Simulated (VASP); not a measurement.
Write the native input for VASP 6.6.1 that does the following.

* Task: single point
* Functional: r2SCAN
* Potentials or basis: VASP PAW PBE potentials, release 64 (Ti_sv, B)
* Cutoff: 520 eV
* k mesh: 22 × 22 × 22
* Occupations: gaussian, width 0.15 eV
* Spin: no spin polarisation
* Dipole correction: no
* Further INCAR settings: ALGO = Normal; EDIFF = 1e-06; NBANDS = 14

Crystal: TiB.

```xyz
2
Lattice="0.0000 1.8354 2.7531 1.8354 0.0000 2.7531 1.8354 1.8354 0.0000" Properties=species:S:1:pos:R:3 pbc="T T T"
Ti    2.7531    2.7531    4.1296
B     0.0000    0.0000    0.0000
```

This cell differs from its parent crystal: ratio of the length along z to the lengths across it x 1.5, volume and fractional coordinates fixed.

The input as run:

POSCAR

```
TiB
1.0
    0.0000000000      1.8353925564      2.7530888346
    1.8353925564      0.0000000000      2.7530888346
    1.8353925564      1.8353925564      0.0000000000
Ti B
1 1
Direct
    0.7500000000      0.7500000000      0.7500000000
    0.0000000000      0.0000000000      0.0000000000
```

INCAR.step1

```
SYSTEM = TiB
  ALGO = Normal
  EDIFF = 1E-4
  ENCUT = 520
  GGA = PE
  ISMEAR = 0
  LASPH = .TRUE.
  LCHARG = .FALSE.
  LREAL = .FALSE.
  LWAVE = .TRUE.
  NBANDS = 14
  NELM = 80
  PREC = Accurate
  SIGMA = 0.15
```

INCAR.step2

```
SYSTEM = TiB
  ALGO = Normal
  EDIFF = 1E-6
  ENCUT = 520
  ISIF = 2
  ISMEAR = 0
  ISTART = 1
  LASPH = .TRUE.
  LCHARG = .FALSE.
  LMIXTAU = .TRUE.
  LREAL = .FALSE.
  LWAVE = .FALSE.
  METAGGA = R2SCAN
  NBANDS = 14
  NELM = 80
  PREC = Accurate
  SIGMA = 0.15
```

KPOINTS

```
k-points
0
G
  22 22 22
  0 0 0
```

Potentials or basis: VASP PAW PBE potentials, release 64 (Ti_sv, B).

Launch:

```bash
$ cat potpaw_PBE.64/Ti_sv/POTCAR potpaw_PBE.64/B/POTCAR > POTCAR
$ cp INCAR.step1 INCAR
$ mpirun -np 1 vasp_std > vasp.out
$ cp INCAR.step2 INCAR
$ mpirun -np 1 vasp_std > vasp.out
```

It gave:

| Quantity | Value |
| --- | --- |
| Pressure | 107.2 GPa |
| Band gap on the k mesh | zero (an odd number of electrons rules out a gap without spin polarisation) |

Caveat: the cell stands under pressure; the PAW data sets were made with another functional, which shifts forces and pressure a little.

Run time: 9.8 min on 1 thread of Intel(R) Xeon(R) 6975P-C (Granite Rapids) (shared host), peak memory 0.34 GiB.
